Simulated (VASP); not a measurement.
A run of VASP 6.6.1 is set up as follows.

Contents of INCAR:

```
PREC = Accurate
ENCUT = 520
EDIFF = 1E-6
ISMEAR = -1
SIGMA = 0.05
LREAL = False
LASPH = True
NELM = 80
ALGO = Normal
ISIF = 2
LWAVE = False
LCHARG = False
GGA = PS
NBANDS = 11
```

KPOINTS

```
regular mesh
0
Gamma
  14 14 14
```

File POSCAR:

```
Hf
1.0
   -1.8050000000      1.8050000000      1.8411000000
    1.8050000000     -1.8050000000      1.8411000000
    1.8050000000      1.8050000000     -1.8411000000
Hf
1
Direct
    0.0000000000      0.0000000000      0.0000000000
```

Potentials or basis: VASP PAW PBE potentials, release 64 (Hf_pv).

Launch:

```bash
$ cat potpaw_PBE.64/Hf_pv/POTCAR > POTCAR
$ mpirun -np 1 vasp_std > vasp.out
```

(1) What does it give for the pressure?

(2) Estimate the band gap on the k mesh.

Answers

(1) -10.8 GPa.

(2) zero (band 5 reaches 5.35 eV, above the bottom of band 6 at 3.27 eV).

Caveat: the cell differs from its parent crystal (zz strain of +2 %); the PAW data sets were made with another functional, which shifts forces and pressure a little; spin-orbit coupling is left out, which moves the levels of the heavy elements.
